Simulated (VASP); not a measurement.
Write the native input for VASP 6.6.1 that does the following.

- Task: single point
- Functional: LDA
- Potentials or basis: VASP PAW LDA potentials, release 64 (Au)
- Cutoff: 520 eV
- k mesh: 2 × 3 × 1
- Occupations: fermi-dirac, width 0.1 eV
- Spin: no spin polarisation
- Dipole correction: no
- Further INCAR settings: LREAL = Auto; ALGO = Normal; EDIFF = 1e-06; NBANDS = 102

The structure of Au lies in POSCAR:

```
Au
1.0
    8.1600000000      0.0000000000      0.0000000000
    0.0000000000      5.7699910000      0.0000000000
    0.0000000000      0.0000000000     15.3274940000
Au
16
Direct
    0.2500000000      0.2500003899      0.0652422373
    0.7500000000      0.2500003899      0.0652422373
    0.2500000000      0.7500011698      0.0652422373
    0.7500000000      0.7500011698      0.0652422373
    0.0029411765     -0.0137781844      0.1371196100
    0.5074264706      0.0087695111      0.1415626064
    0.0178308824      0.4842295248      0.1276790583
    0.5107598039      0.5244028977      0.1222052346
    0.2481127451      0.1895496891      0.2516327849
    0.7526960784      0.2063261450      0.2426945983
    0.2625245098      0.7179040661      0.2639831404
    0.7568014706      0.6936405967      0.2444039450
   -0.0027696078     -0.0777470883      0.3267918422
    0.5415563725     -0.0581803334      0.3268897055
   -0.0005392157      0.4394980859      0.3092808257
    0.5022303922      0.4426003437      0.3077280604
```

The input as run:

INCAR

```
  PREC = Accurate
  ENCUT = 520
  EDIFF = 1E-6
  ISMEAR = -1
  SIGMA = 0.1
  LREAL = Auto
  LASPH = T
  NELM = 100
  ALGO = Normal
  ISIF = 2
  LWAVE = F
  LCHARG = F
  NBANDS = 102
```

KPOINTS

```
Automatic mesh
0
Gamma
  2 3 1
```

Potentials or basis: VASP PAW LDA potentials, release 64 (Au).

Launch:

```console
$ cat potpaw_LDA.64/Au/POTCAR > POTCAR
$ mpirun -np 1 vasp_std > vasp.out
```

Results of the run:

```
Largest force          : 1.990 eV/Å
Band gap on the k mesh : zero (bands 88 and 89 overlap by 0.27 eV)
```

Caveat: the k points lie up to 0.38 Å⁻¹ apart; there is no dipole correction, which matters where the two faces differ; spin-orbit coupling is left out, which moves the levels of the heavy elements.

Wall time 10 min on 1 thread of Oxide Virtual Turin-like Processor (shared host), peak memory 0.58 GiB.
